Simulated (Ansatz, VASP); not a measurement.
# Two plane-wave programs on CaSe

File INCAR:

```
PREC = Accurate
ENCUT = 520
EDIFF = 1E-6
ISMEAR = 0
SIGMA = 0.05
LREAL = False
LASPH = True
NELM = 80
ALGO = Normal
ISIF = 2
LWAVE = False
LCHARG = False
GGA = CA
NBANDS = 15
```

File KPOINTS:

```
Automatic mesh
0
Gamma
  6 6 6
```

Contents of POSCAR:

```
CaSe
1.0
    0.0000000000      3.3990000000      3.3000000000
    3.3990000000      0.0000000000      3.3000000000
    3.3990000000      3.3990000000      0.0000000000
Ca Se
1 1
Direct
    0.0000000000      0.0000000000      0.0000000000
    0.7500000000      0.7500000000      0.7500000000
```

Input for Ansatz:

```yaml
crystal:
  lattice:
    - [0.0, 3.399, 3.3]
    - [3.399, 0.0, 3.3]
    - [3.399, 3.399, 0.0]
  atoms:
    - { symbol: Ca, position: [0.0, 0.0, 0.0] }
    - { symbol: Se, position: [0.75, 0.75, 0.75] }
basis:
  ecutwfc: 420
kpoints:
  mp_grid: { grid: [6, 6, 6] }
hamiltonian:
  xc: lda
scf:
  occupations: { method: gaussian, width: 0.05 }
output:
  forces: true
  stress: true
  eigenvalues: true
```

Change from the starting cell: strain +0.030 along x and y, +0.000 along z, atoms carried along.

Alike in both runs: task single point; functional LDA; k mesh 6 × 6 × 6; occupations gaussian, width 0.05 eV; no spin polarisation.

```csv
,VASP,Ansatz
version,VASP 6.6.1,Ansatz 0.2.0
potentials or method,"VASP PAW LDA potentials, release 64 (Ca_sv, Se), cutoff 520 eV","scalar-relativistic, plane waves, PAW"
valence electrons in the cell,16,26
```

VASP gave:

```
gap on the k mesh at the Fermi level (eV)                     : 2.69
least direct gap on the mesh (eV)                             : 2.76
pressure (GPa)                                                : -4.0
traceless stress, the component that is largest in VASP (GPa) : 0.19
```

Task: What did Ansatz give for the same quantities?

Result: gap on the k mesh at the Fermi level (eV): 2.67; least direct gap on the mesh (eV): 2.75; pressure (GPa): -4.1; traceless stress, the component that is largest in VASP (GPa): 0.19.

LDA's correlation is that of Perdew and Zunger in VASP and of Perdew and Wang (1992) in Ansatz. VASP's potentials hold 16 valence electrons a cell and Ansatz's 26, so a difference there can come from the potentials and not from the codes.
